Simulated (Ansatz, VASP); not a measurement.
# Ga: VASP beside Ansatz

```
CELL_PARAMETERS angstrom
2.27029 -3.84771 0.00000
2.27029 3.84771 0.00000
0.00000 0.00000 4.54661
ATOMIC_POSITIONS crystal
Ga 0.15250 0.84750 0.07850
Ga 0.65250 0.34750 0.42150
Ga 0.84750 0.15250 0.92150
Ga 0.34750 0.65250 0.57850
```

Change from the starting cell: volume scaled by 1.02.

Alike in both runs: task single point; functional PBE; k mesh 9 × 9 × 8; occupations fermi-dirac, width 0.05 eV; no spin polarisation.

```csv
,VASP,Ansatz
version,VASP 6.6.1,Ansatz 0.2.0
potentials or method,"VASP PAW PBE potentials, release 64 (Ga_d), cutoff 520 eV","all-electron LAPW, scalar-relativistic"
```

```csv
,VASP,Ansatz,Ansatz less VASP
pressure (GPa),1.3,1.2,-0.12
"traceless stress, the component that is largest in VASP (GPa)",1.42,1.39,-0.035
rms of the force components (eV/Å),0.245,0.245,-0.0005
```

Atom by atom the forces differ by 0.001 eV/Å (rms over components). Ansatz ran all-electron here, and VASP with PAW potentials.
